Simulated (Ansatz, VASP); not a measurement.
RbTi: VASP beside Ansatz

```xyz
2
Lattice="4.0591 0.0000 0.0000 0.0000 4.0591 0.0000 0.0000 0.0000 4.0591" Properties=species:S:1:pos:R:3 pbc="T T T"
Rb    0.0000    0.0000    0.0000
Ti    2.0296    2.0296    2.0296
```

Change from the starting cell: volume scaled by 1.04, PAW files.

Alike in both runs: task electric field gradients; functional PBEsol; k mesh 10 × 10 × 10; occupations fermi-dirac, width 0.03 eV; no spin polarisation.

|  | VASP | Ansatz |
| --- | --- | --- |
| version | VASP 6.6.1 | Ansatz 0.2.0 |
| potentials or method | VASP PAW PBE potentials, release 64 (Rb_sv, Ti_sv) | PAW with Ansatz's default frozen-core files, scalar-relativistic |
| plane-wave cutoff (eV) | 520 | 420 |
| valence electrons in the cell | 21 | 21 |

|  | VASP | Ansatz | Ansatz less VASP |
| --- | --- | --- | --- |
| pressure (GPa) | -0.5 | -0.5 | -0.03 |

VASP's potentials were made for PBE, not for PBEsol.
